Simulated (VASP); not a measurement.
Here is a VASP 6.6.1 calculation.

The input INCAR:

```
ALGO = Normal
EDIFF = 1E-7
ENCUT = 520
GGA = PE
ISIF = 2
ISMEAR = -1
LASPH = True
LCHARG = False
LREAL = False
LWAVE = False
NBANDS = 10
NELM = 100
PREC = Accurate
SIGMA = 0.05
```

Contents of KPOINTS:

```
k-points
0
Gamma
  11 11 6
```

POSCAR

```
Al
1.0
    2.8676155389      0.0000000000      0.0000000000
   -1.4338077694      2.4834279049      0.0000000000
    0.0000000000      0.0000000000      4.9623026648
Al
2
Direct
    0.3333333333      0.6666666667      0.2500000000
    0.6666666667      0.3333333333      0.7500000000
```

Potentials or basis: VASP PAW PBE potentials, release 64 (Al).

Run with:

```console
$ cat potpaw_PBE.64/Al/POTCAR > POTCAR
$ mpirun -np 1 vasp_std > vasp.out
```

Q: Estimate the pressure.

A: -3.8 GPa.

Q: Estimate the band gap on the k mesh.

A: Zero (band 3 reaches 10.67 eV, above the bottom of band 4 at 4.42 eV).

Stress tensor (GPa, compression positive):
```
-2.65  0.00  0.00
 0.00 -2.65  0.00
 0.00  0.00 -6.02
```
